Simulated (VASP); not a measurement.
# B3N (P1) in VASP: relaxation of cell and atoms with PBE

Aim: the relaxation of cell and atoms of B3N with PBE.

Everything below comes from runs of VASP 6.6.1. Logs are shortened: lines on timing, memory, paths and dates and some standing lists are left out, and cuts for length are marked.

## Step 1: The cell of the first run

The typed cell holds 8 atoms: a = 2.408 Å, b = 2.498 Å, c = 8.848 Å, α = 88.96°, β = 92.53°, γ = 89.58°.

## Step 2: Relaxation of cell and atoms, PBE

INCAR

```
SYSTEM = B3N
ALGO = Normal
EDIFF = 1E-6
EDIFFG = -0.025
ENCUT = 600
GGA = PE
IBRION = 2
ISIF = 3
ISMEAR = 0
LASPH = .TRUE.
LCHARG = .FALSE.
LREAL = .FALSE.
LWAVE = .FALSE.
NELM = 100
NSW = 80
PREC = Accurate
SIGMA = 0.2
```

KPOINTS

```
k-points
0
G
  8 8 4
  0 0 0
```

POSCAR

```
B3N
1.0
    2.4069249234      0.0092106172     -0.0537457879
    0.0092106172      2.4977899943      0.0226446250
   -0.1940625625      0.0817640624      8.8454856638
B N
6 2
Direct
    0.4968101165      0.0093922124      0.3472530864
    0.5165961244      0.0091882060      0.8263696873
   -0.0469474166     -0.0289726842      0.0137821732
   -0.0166181499     -0.0260689572      0.5026629025
    0.0097213580      0.4540790858      0.1662567207
    0.0207445835      0.5640747893      0.6529599653
    0.5452531944      0.5192990056      0.2518893419
    0.4744401898      0.4990083423      0.7388261228
```

Potentials or basis: VASP PAW PBE potentials, release 64 (B, N).

Command:

```
cat potpaw_PBE.64/B/POTCAR potpaw_PBE.64/N/POTCAR > POTCAR
mpirun -np 1 vasp_std > vasp.out
```

OUTCAR:

```text
SYSTEM = B3N
   EDIFF = 1E-6
   EDIFFG = -0.025
   ENCUT = 600
   GGA = PE
   IBRION = 2
   ISIF = 3
   ISMEAR = 0
   LASPH = .TRUE.
   LREAL = .FALSE.
   NELM = 100
   NSW = 80
   PREC = Accurate

 ion  position               nearest neighbor table
   1  0.497  0.009  0.347-   7 1.51   7 1.52   4 1.77   4 1.89
   2  0.517  0.009  0.826-   8 1.44   8 1.51   3 1.92
   3  0.953  0.971  0.014-   5 1.83   5 1.85   2 1.92
   4  0.983  0.974  0.503-   6 1.66   1 1.77   1 1.89   6 2.00
   5  0.010  0.454  0.166-   7 1.39   7 1.48   3 1.83   3 1.85
   6  0.021  0.564  0.653-   8 1.31   8 1.56   4 1.66   4 2.00
   7  0.545  0.519  0.252-   5 1.39   5 1.48   1 1.51   1 1.52
   8  0.474  0.499  0.739-   6 1.31   2 1.44   2 1.51   6 1.56

  LATTYP: Found a triclinic cell.
 ALAT       =     9.0664064693
 B/A-ratio  =     0.2655453997
 C/A-ratio  =     0.2755126442
 COS(alpha) =     0.0073095589
 COS(beta)  =     0.0197245491
 COS(gamma) =     0.2224008648

  Lattice vectors:

 A1 = (   2.2128623609,   0.0909746796,   8.7917398759)
 A2 = (   2.4069249234,   0.0092106172,  -0.0537457879)
 A3 = (   0.0092106172,   2.4977899943,   0.0226446250)

Analysis of symmetry for initial positions (statically):
=====================================================================
 Subroutine PRICEL returns:
 Original cell was already a primitive cell.

 Routine SETGRP: Setting up the symmetry group for a
 triclinic supercell.

 Subroutine GETGRP returns: Found  1 space group operations
 (whereof  1 operations were pure point group operations)
 out of a pool of  2 trial point group operations.

The static configuration has the point symmetry C_1 .

Analysis of symmetry for dynamics (positions and initial velocities):
=====================================================================
 Subroutine PRICEL returns:
 Original cell was already a primitive cell.

 Routine SETGRP: Setting up the symmetry group for a
 triclinic supercell.

 Subroutine GETGRP returns: Found  1 space group operations
 (whereof  1 operations were pure point group operations)
 out of a pool of  2 trial point group operations.

The dynamic configuration has the point symmetry C_1 .

 Subroutine INISYM returns: Found  1 space group operations
 (whereof  1 operations are pure point group operations),
 and found     1 'primitive' translations

----------------------------------------------------------------------------------------

                                     Primitive cell

  volume of cell :      53.1477

  direct lattice vectors                    reciprocal lattice vectors
     2.406924923  0.009210617 -0.053745788     0.415678036 -0.001615628  0.009134563
     0.009210617  2.497789994  0.022644625    -0.001615628  0.400393746 -0.003736522
    -0.194062563  0.081764062  8.845485664     0.002529825 -0.001034833  0.113117085

  length of vectors
     2.407542530  2.497909620  8.847991991     0.415781529  0.400414440  0.113150103

  position of ions in fractional coordinates (direct lattice)
     0.496810117  0.009392212  0.347253086
     0.516596124  0.009188206  0.826369687
     0.953052583  0.971027316  0.013782173
     0.983381850  0.973931043  0.502662902
     0.009721358  0.454079086  0.166256721
     0.020744583  0.564074789  0.652959965
     0.545253194  0.519299006  0.251889342
     0.474440190  0.499008342  0.738826123

  ion indices of the primitive-cell ions
   primitive index   ion index
                 1           1
                 2           2
                 3           3
                 4           4
                 5           5
                 6           6
                 7           7
                 8           8

----------------------------------------------------------------------------------------

 KPOINTS: k-points

Automatic generation of k-mesh.
 Grid dimensions read from file:
 generate k-points for:    8    8    4

 Generating k-lattice:

  Cartesian coordinates                     Fractional coordinates (reciprocal lattice)
     0.051959755 -0.000201954  0.001141820     0.125000000  0.000000000  0.000000000
    -0.000201954  0.050049218 -0.000467065     0.000000000  0.125000000  0.000000000
     0.000632456 -0.000258708  0.028279271     0.000000000  0.000000000  0.250000000

  Length of vectors
     0.051972691  0.050051805  0.028287526

  Shift w.r.t. Gamma in fractional coordinates (k-lattice)
     0.000000000  0.000000000  0.000000000

 Subroutine IBZKPT returns following result:
 ===========================================

 Found    132 irreducible k-points:

 Following reciprocal coordinates:
            Coordinates               Weight
  0.000000  0.000000  0.000000      1.000000
  0.125000 -0.000000  0.000000      2.000000
  0.250000 -0.000000  0.000000      2.000000
  0.375000 -0.000000 -0.000000      2.000000
  0.500000 -0.000000  0.000000      1.000000
 -0.000000  0.125000  0.000000      2.000000
[... 16 lines left out ...]
  0.125000  0.375000 -0.000000      2.000000
  0.250000  0.375000 -0.000000      2.000000
 [... further k-points ...]
   k-points           NKPTS =    132   k-points in BZ     NKDIM =    132   number of bands    NBANDS=     19
   number of dos      NEDOS =    301   number of ions     NIONS =      8
   total plane-waves  NPLWV =  28800
   dimension x,y,z NGX =    20 NGY =   20 NGZ =   72
   dimension x,y,z NGXF=    40 NGYF=   40 NGZF=  144
   ions per type =               6   2
   NGX,Y,Z   is equivalent  to a cutoff of  13.81, 13.31, 13.53 a.u.
   NGXF,Y,Z  is equivalent  to a cutoff of  27.62, 26.62, 27.06 a.u.
 SYSTEM =  B3N
   PREC   = accura    normal or accurate (medium, high low for compatibility)
   ISTART =      0    job   : 0-new  1-cont  2-samecut
   ICHARG =      2    charge: 1-file 2-atom 10-const
   ISPIN  =      1    spin polarized calculation?
   LNONCOLLINEAR =      F non collinear calculations
   LSORBIT =      F    spin-orbit coupling
   LASPH  =      T    aspherical Exc in radial PAW
   ENCUT  =  600.0 eV  44.10 Ry    6.64 a.u.   4.81  4.99 17.67*2*pi/ulx,y,z
   NELM   =    100;   NELMIN=  2; NELMDL= -5     # of ELM steps
   EDIFF  = 0.1E-05   stopping-criterion for ELM
   LREAL  =      F    real-space projection
   EDIFFG = -.3E-01   stopping-criterion for IOM
   NSW    =     80    number of steps for IOM
   IBRION =      2    ionic relax: 0-MD 1-quasi-New 2-CG
   NFREE  =      1    steps in history (QN), initial steepest desc. (CG)
   ISIF   =      3    stress and relaxation
   ISYM   =      2    0-nonsym 1-usesym 2-fastsym
   POTIM  = 0.5000    time-step for ionic-motion
   TEBEG  =    0.0;   TEEND  =   0.0 temperature during run
   PSTRESS=    0.0 pullay stress
   NELECT =      28.0000    total number of electrons
   NUPDOWN=      -1.0000    fix difference up-down
   EMIN   =  10.00;   EMAX   =-10.00  energy-range for DOS
   EFERMI =   0.00;   METHOD = LEGACY
   ISMEAR =     0;   SIGMA  =   0.20  broadening in eV -4-tet -1-fermi 0-gaus
   EFERMI_NEDOS =   21; number of points for ismear=-14 and -15
   IALGO  =     38    algorithm
   IMIX   =      4    mixing-type and parameters
     AMIX     =   0.40;   BMIX     =  1.00
     AMIX_MAG =   1.60;   BMIX_MAG =  1.00
  volume/ion in A,a.u.               =       6.64        44.83
  Fermi-wavevector in a.u.,A,eV,Ry     =   1.322207  2.498609 23.786133  1.748231
  Thomas-Fermi vector in A             =   2.451905
   LORBIT       =      0    0 simple, 1 ext, 2 COOP (PROOUT), +10 PAW based schemes
   GGA     = PE    functional components
   LHFCALC =     F    Hartree Fock is set to
   AEXX    =    0.0000 exact exchange contribution
   IVDW    =     0    specifies the selected vdW correction
   LEPSILON=     F    determine dielectric tensor
   LRPA    =     F    only Hartree local field effects (RPA)
 conjugate gradient relaxation of ions
 non-spin polarized calculation
 Gauss-broadening in eV      SIGMA  =   0.20
  energy-cutoff  :      600.00
  volume of cell :       53.15
 maximum number of plane-waves:      1794
   NGX =  9   NGY =  9   NGZ = 35

--------------------------------------- Ionic step        1  -------------------------------------------

 number of electron      28.0000000 magnetization

 Free energy of the ion-electron system (eV)
  ---------------------------------------------------
  ext. energy  EPLUGINS =         0.00000000
  ---------------------------------------------------
  free energy    TOTEN  =       -56.73537710 eV

  energy without entropy =      -56.71655909  energy(sigma->0) =      -56.72596809

------------------------ aborting loop because EDIFF is reached ----------------------------------------

  FORCE on cell =-STRESS in cart. coord.  units (eV):
  Direction    XX          YY          ZZ          XY          YZ          ZX
  --------------------------------------------------------------------------------------
  -------------------------------------------------------------------------------------
  Total       11.4834977      3.1220104      8.3833949     -1.7507827     -2.6789430      5.5502092
  in kB      346.1789352     94.1154215    252.7239351    -52.7786999    -80.7588133    167.3153574
  external PRESSURE =     231.0060973 kB  Pullay stress =       0.0000000 kB
[... 107 lines left out ...]
  FREE ENERGIE OF THE ION-ELECTRON SYSTEM (eV)
  ---------------------------------------------------
  free  energy   TOTEN  =       -58.5710836356 eV

  energy  without entropy=      -58.5526823085  energy(sigma->0) =      -58.56188297

[... ionic steps 4 to 21 ...]

--------------------------------------- Ionic step       22  -------------------------------------------

 number of electron      28.0000001 magnetization

------------------------ aborting loop because EDIFF is reached ----------------------------------------
[... 79 lines left out ...]
--------------------------------------- Ionic step       24  -------------------------------------------

 number of electron      28.0000001 magnetization

 Free energy of the ion-electron system (eV)
  ---------------------------------------------------
  ext. energy  EPLUGINS =         0.00000000
  ---------------------------------------------------
  free energy    TOTEN  =       -59.41707859 eV

  energy without entropy =      -59.40765802  energy(sigma->0) =      -59.41236830

 E-fermi :   6.9759     XC(G=0): -12.1798

 val. band max:        6.7845011302   @ k =  -0.1250   0.2500   0.0000
 cond. band min:       7.1021243259   @ k =   0.2500   0.5000  -0.0000
 fundamental gap:      0.3176231957
 Fermi energy:         6.9759377155

 k-point     1 :       0.0000    0.0000    0.0000
  band No.  band energies     occupation
      1     -13.2366      2.00000
      2     -13.1022      2.00000
      3      -6.5796      2.00000
      4      -4.2809      2.00000
      5      -3.7274      2.00000
      6       1.6244      2.00000
[... 505 lines left out ...]
      6      -1.0052      2.00000
[... 11 lines left out ...]
     18      12.5599      0.00000
     19      14.7586      0.00000

 [... further k-points ...]
[... 5 lines left out ...]
  --------------------------------------------------------------------------------------
  -------------------------------------------------------------------------------------
  Total        0.0079772      0.0070195      0.0022368     -0.0004434      0.0032474     -0.0027764
  in kB        0.2375533      0.2090329      0.0666112     -0.0132041      0.0967038     -0.0826775
  external PRESSURE =       0.1710658 kB  Pullay stress =       0.0000000 kB
[... 23 lines left out ...]
  FREE ENERGIE OF THE ION-ELECTRON SYSTEM (eV)
  ---------------------------------------------------
  free  energy   TOTEN  =       -59.4170785909 eV

  energy  without entropy=      -59.4076580185  energy(sigma->0) =      -59.41236830

 reached required accuracy - stopping structural energy minimisation
```

It took 19 min on 1 thread of Intel Xeon Platinum 8488C (Sapphire Rapids), shared host; peak memory 0.27 GiB.

Results:

* Free energy: -59.4171 eV
* Relaxed volume: 6.73 Å³/atom
* Relaxed cell: a = 2.455 Å, b = 2.455 Å, c = 8.929 Å, α = 90.00°, β = 90.00°, γ = 90.00°
* Space group after relaxing (to 0.05 Å): P-4m2 (No. 115)
* Energy gained by relaxing: 335.2 meV/atom
* Ionic steps: 24
* Pressure after relaxing: 0.0 GPa
* Largest force after relaxing: 0.021 eV/Å
* Band gap on the k mesh: zero (band 14 reaches 11.01 eV, above the bottom of band 15 at 3.54 eV)

Forces in eV/Å, atoms in the order of the input:
```
B    0.007  0.014 -0.013
B   -0.006 -0.016  0.000
B   -0.005 -0.001 -0.001
B    0.005  0.009  0.008
B    0.000 -0.001  0.002
B    0.014 -0.004  0.001
N   -0.001 -0.004 -0.001
N   -0.014  0.004  0.003
```

The path:
```
step  energy change (eV)  largest force (eV/Å)  pressure (GPa)  volume (Å³)
   1              0.0000                9.1277           23.10        53.15
   2              0.2709                4.8047          -17.62        60.74
   3             -1.8357                3.1907           -4.57        56.00
   4             -1.8610                3.0454           -3.46        55.78
   5             -1.8733                2.8088           -1.78        55.48
   6             -2.3457                1.6825           -8.26        55.63
   7             -2.3739                1.4650           -7.53        55.60
   8             -2.5876                1.2595            2.88        53.49
   9             -2.5888                1.1585            2.04        53.63
  10             -2.6507                0.7742            1.77        53.54
  11             -2.6523                0.6597            1.74        53.56
  12             -2.6711                0.3767           -1.20        53.98
  13             -2.6722                0.2696           -0.68        53.90
  14             -2.6781                0.1535           -0.14        53.83
  15             -2.6781                0.1548           -0.13        53.83
  16             -2.6802                0.0747            0.25        53.77
  17             -2.6802                0.0768            0.28        53.77
  18             -2.6809                0.0663           -0.08        53.82
  19             -2.6809                0.0702           -0.11        53.82
  20             -2.6814                0.0455           -0.10        53.82
  21             -2.6814                0.0534           -0.09        53.82
  22             -2.6816                0.0423            0.07        53.80
  23             -2.6816                0.0360            0.05        53.80
  24             -2.6817                0.0206            0.02        53.80
```

Final structure:
```yaml
crystal:
  lattice:
    - [2.45479, 0.00017, -0.00017]
    - [-0.00018, 2.45464, -0.00014]
    - [0.00048, 0.00044, 8.92891]
  atoms:
    - { symbol: B, position: [0.49958, 0.99935, 0.35249] }
    - { symbol: B, position: [0.50044, 0.00071, 0.85242] }
    - { symbol: B, position: [0.00035, 0.00023, 0.00000] }
    - { symbol: B, position: [0.99966, 0.99945, 0.49997] }
    - { symbol: B, position: [0.99990, 0.49976, 0.14758] }
    - { symbol: B, position: [0.99992, 0.50045, 0.64754] }
    - { symbol: N, position: [0.49985, 0.49959, 0.25003] }
    - { symbol: N, position: [0.50030, 0.50048, 0.74997] }
```
